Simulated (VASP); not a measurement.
A run of VASP 6.6.1 is set up as follows.

File INCAR:

```
ALGO = Fast
EDIFF = 1E-6
EDIFFG = -0.04
ENCUT = 600
GGA = PE
IBRION = 2
ISIF = 3
ISMEAR = 0
LASPH = T
LCHARG = F
LREAL = F
LWAVE = F
NELM = 100
NSW = 90
PREC = Accurate
SIGMA = 0.1
```

The input KPOINTS:

```
k-points
0
Gamma
  8 8 8
```

Contents of POSCAR:

```
Ir
1.0
    2.4653247458      0.0000000000      0.0000000000
    0.0000000000      2.4653247458      0.0000000000
    0.0000000000      0.0000000000      2.4653247458
Ir
1
Direct
    0.0000000000      0.0000000000      0.0000000000
```

Potentials or basis: VASP PAW PBE potentials, release 64 (Ir).

The run is started by

```sh
$ cat potpaw_PBE.64/Ir/POTCAR > POTCAR
$ mpirun -np 1 vasp_std > vasp.out
```

Question: Predict the space group after relaxing (to 0.05 Å).

Answer: Pm-3m (No. 221).

Question: What does it give for the relaxed cell?

Answer: a = 2.569 Å, b = 2.569 Å, c = 2.569 Å, α = 90.00°, β = 90.00°, γ = 90.00°.

Question: What does it give for the relaxed volume?

Answer: 16.95 Å³/atom.

Final structure:
```
CELL_PARAMETERS angstrom
2.56875 0.00000 0.00000
0.00000 2.56875 0.00000
0.00000 0.00000 2.56875
ATOMIC_POSITIONS crystal
Ir 0.00000 0.00000 0.00000
```
